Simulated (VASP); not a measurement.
Here is a VASP 6.6.1 calculation.

File INCAR:

```
PREC = Accurate
ENCUT = 520
EDIFF = 1E-6
ISMEAR = 0
SIGMA = 0.1
LREAL = F
LASPH = T
NELM = 60
ALGO = Normal
ISIF = 2
LWAVE = F
LCHARG = F
GGA = PE
NBANDS = 16
```

The input KPOINTS:

```
Automatic mesh
0
Gamma
  18 18 18
```

File POSCAR:

```
AgS
1.0
    0.0000000000      2.5875197257      2.5875197257
    2.5875197257      0.0000000000      2.5875197257
    2.5875197257      2.5875197257      0.0000000000
Ag S
1 1
Direct
    0.0000000000      0.0000000000      0.0000000000
    0.5000000000      0.5000000000      0.5000000000
```

Potentials or basis: VASP PAW PBE potentials, release 64 (Ag, S).

Launch:

```bash
$ cat potpaw_PBE.64/Ag/POTCAR potpaw_PBE.64/S/POTCAR > POTCAR
$ mpirun -np 1 vasp_std > vasp.out
```

What does it give for the pressure?

5.8 GPa.
